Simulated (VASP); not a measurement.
Write the native input for VASP 6.6.1 that does the following.

| Quantity | Value |
| --- | --- |
| Task | relaxation of cell and atoms |
| Functional | PBEsol |
| Potentials or basis | VASP PAW PBE potentials, release 64 (Hf_pv, O) |
| Cutoff | 600 eV |
| k mesh | 6 × 6 × 6 |
| Occupations | gaussian, width 0.01 eV |
| Spin | no spin polarisation |
| Dipole correction | no |
| Further INCAR settings | ALGO = Normal; EDIFF = 1e-06; IBRION = 2; EDIFFG = -0.001; NSW = 80; ISIF = 3 |

The structure of HfO2 lies in POSCAR:

```
HfO2
1.0
    3.5670489357      0.0000000000      0.0000000000
    0.0000000000      3.5670489357      0.0000000000
    0.0000000000      0.0000000000      5.1659323253
Hf O
2 4
Direct
    0.5000000000      0.5000000000      0.5000000000
    0.0000000000      0.0000000000      0.0000000000
    0.0000000000      0.5000000000      0.7001030873
    0.5000000000      0.0000000000      0.7998969127
    0.5000000000      0.0000000000      0.2998969127
    0.0000000000      0.5000000000      0.2001030873
```

The input as run:

INCAR

```
PREC = Accurate
ENCUT = 600
EDIFF = 1E-6
ISMEAR = 0
SIGMA = 0.01
LREAL = F
LASPH = T
NELM = 80
ALGO = Normal
ISIF = 3
LWAVE = F
LCHARG = F
GGA = PS
IBRION = 2
NSW = 80
EDIFFG = -0.001
```

KPOINTS

```
regular mesh
0
Gamma
  6 6 6
```

Potentials or basis: VASP PAW PBE potentials, release 64 (Hf_pv, O).

The run is started by

```sh
$ cat potpaw_PBE.64/Hf_pv/POTCAR potpaw_PBE.64/O/POTCAR > POTCAR
$ mpirun -np 1 vasp_std > vasp.out
```

Results of the run:

```
Relaxed volume                        : 10.78 Å³/atom
Relaxed cell                          : a = 3.551 Å, b = 3.551 Å, c = 5.128 Å, α = 90.00°, β = 90.00°, γ = 90.00°
Space group after relaxing (to 0.1 Å) : P4_2/nmc (No. 137)
Energy gained by relaxing             : 1.8 meV/atom
Ionic steps                           : 35
Pressure after relaxing               : 0.0 GPa
Band gap on the k mesh                : 4.58 eV (least direct gap 4.68 eV)
```

Caveat: the PAW data sets were made with another functional, which shifts forces and pressure a little; spin-orbit coupling is left out, which moves the levels of the heavy elements.

It took 6.5 min on 1 thread of AMD EPYC 9R45 (Zen 5) (shared host), peak memory 0.2 GiB.
